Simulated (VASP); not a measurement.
# Cd (Im-3m) in VASP: a series of runs

The runs below take Cd through single point, relaxation of cell and atoms, with BLYP.

Everything below comes from runs of VASP 6.6.1. Logs are shortened: lines on timing, memory, paths and dates and some standing lists are left out, and cuts for length are marked.

**1. The cell of the first run**

Symmetry: Im-3m, No. 229, cubic system. Conventional cell: a = 3.849 Å, b = 3.849 Å, c = 3.849 Å, α = 90.00°, β = 90.00°, γ = 90.00°. Within 4.4 Å of Cd (site symmetry m-3m) lie 14 Cd at 3.33 to 3.85 Å.

**2. Single point, BLYP**

Contents of INCAR:

```
SYSTEM = Cd
PREC     = Accurate       ! precision mode
ENCUT    = 520            ! plane-wave cutoff, eV
EDIFF    = 1E-7           ! SCF threshold, eV
ISMEAR   = -1             ! smearing method
SIGMA    = 0.1            ! smearing width, eV
LREAL    = .False.        ! projectors in reciprocal space
LASPH    = .True.         ! aspherical terms in the spheres
NELM     = 100            ! most SCF steps
ALGO     = Normal         ! electronic algorithm
ISIF     = 2              ! what is computed and relaxed
LWAVE    = .False.        ! write WAVECAR
LCHARG   = .True.         ! write CHGCAR
GGA      = B5             ! functional
ALDAX    = 1.0          
AGGAX    = 1.0          
AGGAC    = 1.0          
ALDAC    = 0.0          
LELF     = .True.         ! ELF
LVHAR    = .True.       
NBANDS   = 12             ! bands
```

Contents of KPOINTS:

```
regular mesh
0
Gamma
  13 13 13
  0 0 0
```

Contents of POSCAR:

```
Cd
1.0
   -1.9244030143      1.9244030143      1.9244030143
    1.9244030143     -1.9244030143      1.9244030143
    1.9244030143      1.9244030143     -1.9244030143
Cd
1
Direct
    0.0000000000      0.0000000000      0.0000000000
```

Potentials or basis: VASP PAW PBE potentials, release 64 (Cd).

Run with:

```sh
$ cat potpaw_PBE.64/Cd/POTCAR > POTCAR
$ mpirun -np 1 vasp_std > vasp.out
```

OUTCAR:

```text
SYSTEM = Cd
   PREC = Accurate
   ENCUT = 520
   EDIFF = 1E-7
   ISMEAR = -1
   LREAL = .False.
   LASPH = .True.
   NELM = 100
   ISIF = 2
   GGA = B5

 ion  position               nearest neighbor table
   1  0.000  0.000  0.000-

  LATTYP: Found a body centered cubic cell.
 ALAT       =     3.8488060286

  Lattice vectors:

 A1 = (  -1.9244030143,   1.9244030143,   1.9244030143)
 A2 = (   1.9244030143,  -1.9244030143,   1.9244030143)
 A3 = (   1.9244030143,   1.9244030143,  -1.9244030143)

Analysis of symmetry for initial positions (statically):
=====================================================================
 Subroutine PRICEL returns:
 Original cell was already a primitive cell.

 Routine SETGRP: Setting up the symmetry group for a
 body centered cubic supercell.

 Subroutine GETGRP returns: Found 48 space group operations
 (whereof 48 operations were pure point group operations)
 out of a pool of 48 trial point group operations.

The static configuration has the point symmetry O_h .

Analysis of symmetry for dynamics (positions and initial velocities):
=====================================================================
 Subroutine PRICEL returns:
 Original cell was already a primitive cell.

 Routine SETGRP: Setting up the symmetry group for a
 body centered cubic supercell.

 Subroutine GETGRP returns: Found 48 space group operations
 (whereof 48 operations were pure point group operations)
 out of a pool of 48 trial point group operations.

The dynamic configuration has the point symmetry O_h .

 Subroutine INISYM returns: Found 48 space group operations
 (whereof 48 operations are pure point group operations),
 and found     1 'primitive' translations

----------------------------------------------------------------------------------------

                                     Primitive cell

  volume of cell :      28.5068

  direct lattice vectors                    reciprocal lattice vectors
    -1.924403014  1.924403014  1.924403014     0.000000000  0.259820836  0.259820836
     1.924403014 -1.924403014  1.924403014     0.259820836  0.000000000  0.259820836
     1.924403014  1.924403014 -1.924403014     0.259820836  0.259820836  0.000000000

  length of vectors
     3.333163795  3.333163795  3.333163795     0.367442150  0.367442150  0.367442150

  position of ions in fractional coordinates (direct lattice)
     0.000000000  0.000000000  0.000000000

  ion indices of the primitive-cell ions
   primitive index   ion index
                 1           1

----------------------------------------------------------------------------------------

 KPOINTS: regular mesh

Automatic generation of k-mesh.
 Grid dimensions read from file:
 generate k-points for:   13   13   13

 Generating k-lattice:

  Cartesian coordinates                     Fractional coordinates (reciprocal lattice)
     0.000000000  0.019986218  0.019986218     0.076923077  0.000000000  0.000000000
     0.019986218  0.000000000  0.019986218     0.000000000  0.076923077  0.000000000
     0.019986218  0.019986218  0.000000000     0.000000000  0.000000000  0.076923077

  Length of vectors
     0.028264781  0.028264781  0.028264781

  Shift w.r.t. Gamma in fractional coordinates (k-lattice)
     0.000000000  0.000000000  0.000000000

 Subroutine IBZKPT returns following result:
 ===========================================

 Found     84 irreducible k-points:

 Following reciprocal coordinates:
            Coordinates               Weight
  0.000000  0.000000  0.000000      1.000000
  0.076923  0.000000  0.000000     12.000000
  0.153846  0.000000  0.000000     12.000000
  0.230769  0.000000  0.000000     12.000000
  0.307692  0.000000  0.000000     12.000000
  0.384615  0.000000  0.000000     12.000000
[... 16 lines left out ...]
  0.153846  0.076923  0.076923     24.000000
  0.230769  0.076923  0.076923     24.000000
 [... further k-points ...]
   k-points           NKPTS =     84   k-points in BZ     NKDIM =     84   number of bands    NBANDS=     12
   number of dos      NEDOS =    301   number of ions     NIONS =      1
   total plane-waves  NPLWV =  21952
   dimension x,y,z NGX =    28 NGY =   28 NGZ =   28
   dimension x,y,z NGXF=    56 NGYF=   56 NGZF=   56
   ions per type =               1
   NGX,Y,Z   is equivalent  to a cutoff of  13.97, 13.97, 13.97 a.u.
   NGXF,Y,Z  is equivalent  to a cutoff of  27.93, 27.93, 27.93 a.u.
 SYSTEM =  Cd
   PREC   = accura    normal or accurate (medium, high low for compatibility)
   ISTART =      0    job   : 0-new  1-cont  2-samecut
   ICHARG =      2    charge: 1-file 2-atom 10-const
   ISPIN  =      1    spin polarized calculation?
   LNONCOLLINEAR =      F non collinear calculations
   LSORBIT =      F    spin-orbit coupling
   LASPH  =      T    aspherical Exc in radial PAW
   ENCUT  =  520.0 eV  38.22 Ry    6.18 a.u.   6.20  6.20  6.20*2*pi/ulx,y,z
   NELM   =    100;   NELMIN=  2; NELMDL= -5     # of ELM steps
   EDIFF  = 0.1E-06   stopping-criterion for ELM
   LREAL  =      F    real-space projection
   EDIFFG = 0.1E-05   stopping-criterion for IOM
   NSW    =      0    number of steps for IOM
   IBRION =     -1    ionic relax: 0-MD 1-quasi-New 2-CG
   NFREE  =      0    steps in history (QN), initial steepest desc. (CG)
   ISIF   =      2    stress and relaxation
   ISYM   =      2    0-nonsym 1-usesym 2-fastsym
   POTIM  = 0.5000    time-step for ionic-motion
   TEBEG  =    0.0;   TEEND  =   0.0 temperature during run
   PSTRESS=    0.0 pullay stress
   NELECT =      12.0000    total number of electrons
   NUPDOWN=      -1.0000    fix difference up-down
   EMIN   =  10.00;   EMAX   =-10.00  energy-range for DOS
   EFERMI =   0.00;   METHOD = LEGACY
   ISMEAR =    -1;   SIGMA  =   0.10  broadening in eV -4-tet -1-fermi 0-gaus
   EFERMI_NEDOS =   21; number of points for ismear=-14 and -15
   IALGO  =     38    algorithm
   IMIX   =      4    mixing-type and parameters
     AMIX     =   0.40;   BMIX     =  1.00
     AMIX_MAG =   1.60;   BMIX_MAG =  1.00
  volume/ion in A,a.u.               =      28.51       192.37
  Fermi-wavevector in a.u.,A,eV,Ry     =   1.226928  2.318558 20.481575  1.505353
  Thomas-Fermi vector in A             =   2.361911
   LORBIT       =      0    0 simple, 1 ext, 2 COOP (PROOUT), +10 PAW based schemes
   GGA     = B5    functional components
   LHFCALC =     F    Hartree Fock is set to
   AEXX    =    0.0000 exact exchange contribution
   IVDW    =     0    specifies the selected vdW correction
   LEPSILON=     F    determine dielectric tensor
   LRPA    =     F    only Hartree local field effects (RPA)
 non-spin polarized calculation
  energy-cutoff  :      520.00
  volume of cell :       28.51
 maximum number of plane-waves:       778
 NGX is ok and might be reduce to    28
   NGX = 13   NGY = 13   NGZ = 13

 number of electron      12.0000002 magnetization

 Free energy of the ion-electron system (eV)
  ---------------------------------------------------
  ext. energy  EPLUGINS =         0.00000000
  ---------------------------------------------------
  free energy    TOTEN  =        -0.11034368 eV

  energy without entropy =       -0.09438777  energy(sigma->0) =       -0.10236573

 E-fermi :   1.5435     XC(G=0):  -9.0929

 val. band max:        1.4793357092   @ k =  -0.4615   0.4615   0.0769
 cond. band min:       1.5604684460   @ k =  -0.4615  -0.4615   0.2308
 fundamental gap:      0.0811327369
 Fermi energy:         1.5434539427

 k-point     1 :       0.0000    0.0000    0.0000
  band No.  band energies     occupation
      1      -7.0770      2.00000
      2      -7.0770      2.00000
      3      -7.0770      2.00000
      4      -6.7017      2.00000
      5      -6.7017      2.00000
      6      -5.3844      2.00000
      7      14.3105      0.00000
      8      14.3105      0.00000
      9      14.3105      0.00000
     10      16.2755      0.00000
     11      16.2755      0.00000
     12      16.2755      0.00000

 k-point     2 :       0.0769    0.0000    0.0000
  band No.  band energies     occupation
      1      -7.0871      2.00000
      2      -7.0712      2.00000
      3      -7.0438      2.00000
      4      -6.7123      2.00000
      5      -6.7016      2.00000
      6      -5.2532      2.00000
      7      13.0404      0.00000
      8      13.7065      0.00000
      9      13.9785      0.00000
     10      15.5043      0.00000
     11      15.8465      0.00000
     12      16.1373      0.00000

 k-point     3 :       0.1538    0.0000    0.0000
  band No.  band energies     occupation
      1      -7.1148      2.00000
      2      -7.0664      2.00000
      3      -6.9503      2.00000
      4      -6.7373      2.00000
      5      -6.7012      2.00000
      6      -4.8504      2.00000
      7      10.5532      0.00000
      8      12.5444      0.00000
      9      13.1473      0.00000
     10      14.8656      0.00000
     11      15.1557      0.00000
     12      16.3535      0.00000

 k-point     4 :       0.2308    0.0000    0.0000
  band No.  band energies     occupation
      1      -7.1537      2.00000
      2      -7.0880      2.00000
      3      -6.8145      2.00000
      4      -6.7551      2.00000
      5      -6.7001      2.00000
      6      -4.1643      2.00000
      7       7.9906      0.00000
      8      11.3837      0.00000
      9      12.2433      0.00000
     10      14.3793      0.00000
     11      14.5593      0.00000
     12      17.0008      0.00000

 k-point     5 :       0.3077    0.0000    0.0000
  band No.  band energies     occupation
      1      -7.1948      2.00000
      2      -7.1410      2.00000
      3      -6.7508      2.00000
      4      -6.6985      2.00000
      5      -6.6648      2.00000
      6      -3.1947      2.00000
      7       5.5679      0.00000
      8      10.4103      0.00000
      9      11.4879      0.00000
     10      14.0329      0.00000
     11      14.1118      0.00000
     12      17.9511      0.00000
[... 228 lines left out ...]
      1      -7.2087      2.00000
      2      -6.9625      2.00000
      3      -6.8633      2.00000
      4      -6.6933      2.00000
      5      -6.6360      2.00000
      6       0.9545      1.99448
      7       2.6860      0.00002
      8       3.5150      0.00000
      9       9.6111      0.00000
     10      16.6210      0.00000
     11      16.8653      0.00000
     12      18.1560      0.00000

 k-point    22 :       0.0769    0.0769    0.0769
  band No.  band energies     occupation
      1      -7.1049      2.00000
      2      -7.1049      2.00000
      3      -6.8966      2.00000
      4      -6.7205      2.00000
      5      -6.7205      2.00000
      6      -4.5735      2.00000
      7      10.0309      0.00000
      8      11.2778      0.00000
      9      11.2778      0.00000
     10      16.3202      0.00000
     11      16.3202      0.00000
     12      16.9897      0.00000

 k-point    23 :       0.1538    0.0769    0.0769
  band No.  band energies     occupation
      1      -7.1444      2.00000
      2      -7.1047      2.00000
      3      -6.8033      2.00000
      4      -6.7370      2.00000
      5      -6.7102      2.00000
      6      -3.8780      2.00000
      7       7.9834      0.00000
      8       9.7312      0.00000
      9      10.3724      0.00000
     10      16.4631      0.00000
     11      16.6627      0.00000
     12      17.3450      0.00000

 k-point    24 :       0.2308    0.0769    0.0769
  band No.  band energies     occupation
      1      -7.1830      2.00000
      2      -7.1245      2.00000
      3      -6.7460      2.00000
      4      -6.7021      2.00000
      5      -6.6922      2.00000
      6      -2.9049      2.00000
      7       5.7156      0.00000
      8       8.7413      0.00000
      9       9.6650      0.00000
     10      16.1765      0.00000
     11      16.2770      0.00000
     12      18.2772      0.00000

 [... further k-points ...]

------------------------ aborting loop because EDIFF is reached ----------------------------------------

  FORCE on cell =-STRESS in cart. coord.  units (eV):
  Direction    XX          YY          ZZ          XY          YZ          ZX
  --------------------------------------------------------------------------------------
  -------------------------------------------------------------------------------------
  Total        0.0099432      0.0099432      0.0099432     -0.0000000      0.0000000     -0.0000000
  in kB        0.5588398      0.5588398      0.5588398     -0.0000000      0.0000000     -0.0000000
  external PRESSURE =       0.5588398 kB  Pullay stress =       0.0000000 kB

 VOLUME and BASIS-vectors are now :
 -----------------------------------------------------------------------------
  energy-cutoff  :      520.00
  volume of cell :       28.51
      direct lattice vectors                 reciprocal lattice vectors
    -1.924403014  1.924403014  1.924403014     0.000000000  0.259820836  0.259820836
     1.924403014 -1.924403014  1.924403014     0.259820836  0.000000000  0.259820836
     1.924403014  1.924403014 -1.924403014     0.259820836  0.259820836  0.000000000

 POSITION                                       TOTAL-FORCE (eV/Angst)
 -----------------------------------------------------------------------------------
      0.00000      0.00000      0.00000         0.000000     -0.000000     -0.000000
 -----------------------------------------------------------------------------------
    total drift:                               -0.000000     -0.000000     -0.000000

  FREE ENERGIE OF THE ION-ELECTRON SYSTEM (eV)
  ---------------------------------------------------
  free  energy   TOTEN  =        -0.1103436827 eV

  energy  without entropy=       -0.0943877743  energy(sigma->0) =       -0.10236573
```

Wall time 58 s (1 thread of Intel Xeon 8259CL, shared host); peak memory 0.17 GiB.

Results:

```
Free energy            : -0.1103 eV
Pressure               : 0.1 GPa
Band gap on the k mesh : zero (band 6 reaches 3.75 eV, above the bottom of band 7 at 0.70 eV)
```

Caveat: the PAW data sets were made with another functional, which shifts forces and pressure a little.

**3. Single point, BLYP (volume scaled by 1.04)**

Contents of INCAR:

```
SYSTEM = Cd
PREC = Accurate
ENCUT = 520
EDIFF = 1E-7
ISMEAR = -1
SIGMA = 0.1
LREAL = .False.
LASPH = .True.
NELM = 60
ALGO = Normal
ISIF = 2
LWAVE = .False.
LCHARG = .False.
GGA = B5
ALDAX = 1.0
AGGAX = 1.0
AGGAC = 1.0
ALDAC = 0.0
NBANDS = 12
```

KPOINTS is that of step 2.

Contents of POSCAR:

```
Cd
1.0
   -1.9497270106      1.9497270106      1.9497270106
    1.9497270106     -1.9497270106      1.9497270106
    1.9497270106      1.9497270106     -1.9497270106
Cd
1
Direct
    0.0000000000      0.0000000000      0.0000000000
```

Potentials or basis: VASP PAW PBE potentials, release 64 (Cd).

Run with:

```sh
$ cat potpaw_PBE.64/Cd/POTCAR > POTCAR
$ mpirun -np 1 vasp_std > vasp.out
```

Wall time 54 s (1 thread of Intel Xeon 8259CL, shared host); peak memory 0.17 GiB.

The run converged. Its results:

```
Free energy            : -0.1096 eV
Pressure               : -0.3 GPa
Band gap on the k mesh : zero (band 6 reaches 3.43 eV, above the bottom of band 7 at 0.60 eV)
```

Levels at points of the mesh, in eV from the Fermi level:
```
           k point  band 3  band 4  band 5  band 6  band 7  band 8  band 9  band 10
(0.00, 0.00, 0.00)   -8.55   -8.20   -8.20   -6.70   12.33   12.33   12.33    14.55
```

Caveat: the PAW data sets were made with another functional, which shifts forces and pressure a little.

**4. Single point, BLYP (volume scaled by 1.12)**

Contents of INCAR:

```
PREC = Accurate ; ENCUT = 520
EDIFF = 1E-6 ; ISMEAR = -1
SIGMA = 0.1 ; LREAL = F
LASPH = T ; NELM = 100
ALGO = Normal ; ISIF = 2
LWAVE = F ; LCHARG = F
GGA = B5 ; ALDAX = 1.0
AGGAX = 1.0 ; AGGAC = 1.0
ALDAC = 0.0 ; NBANDS = 12
```

Contents of KPOINTS:

```
Automatic mesh
0
Gamma
  13 13 13
```

Contents of POSCAR:

```
Cd
1.0
   -1.9984902602      1.9984902602      1.9984902602
    1.9984902602     -1.9984902602      1.9984902602
    1.9984902602      1.9984902602     -1.9984902602
Cd
1
Direct
    0.0000000000      0.0000000000      0.0000000000
```

Run with:

```sh
$ cat potpaw_PBE.64/Cd/POTCAR > POTCAR
$ mpirun -np 1 vasp_std > vasp.out
```

It took 57 s on 1 thread of Intel Xeon 8259CL, shared host; peak memory 0.17 GiB.

The run converged. Its results:

```
Free energy            : -0.1027 eV
Pressure               : -0.7 GPa
Band gap on the k mesh : zero (band 6 reaches 2.84 eV, above the bottom of band 7 at 0.42 eV)
```

Levels at points of the mesh, in eV from the Fermi level:
| k point | band 3 | band 4 | band 5 | band 6 | band 7 | band 8 | band 9 | band 10 |
| --- | --- | --- | --- | --- | --- | --- | --- | --- |
| (0.00, 0.00, 0.00) | -8.43 | -8.14 | -8.14 | -6.31 | 11.54 | 11.54 | 11.54 | 14.20 |

Caveat: the PAW data sets were made with another functional, which shifts forces and pressure a little.

[end of part 1 of 2]
